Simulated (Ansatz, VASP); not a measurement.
## One calculation of Au, two programs

```
Au
1.0
     2.83726    0.00000    0.00000
    -1.41863    2.45714    0.00000
     0.00000    0.00000    4.72193
Au
2
Direct
  0.33333 0.66667 0.25000
  0.66667 0.33333 0.75000
```

Alike in both runs: functional LDA; k mesh 16 × 16 × 9; occupations fermi-dirac, width 0.05 eV; non-collinear spin, spin-orbit coupling.

Ansatz relaxed the structure, and its values are those at the end. VASP's run is a single point on that final structure, the one shown.

|  | VASP | Ansatz |
| --- | --- | --- |
| version | VASP 6.6.1 | Ansatz 0.2.0 |
| potentials or method | VASP PAW LDA potentials, release 64 (Au), cutoff 520 eV | all-electron LAPW |

|  | VASP | Ansatz | Ansatz less VASP |
| --- | --- | --- | --- |
| pressure (GPa) | 0.8 | 0.0 | -0.81 |

LDA's correlation is that of Perdew and Zunger in VASP and of Perdew and Wang (1992) in Ansatz. Ansatz ran all-electron here, and VASP with PAW potentials.
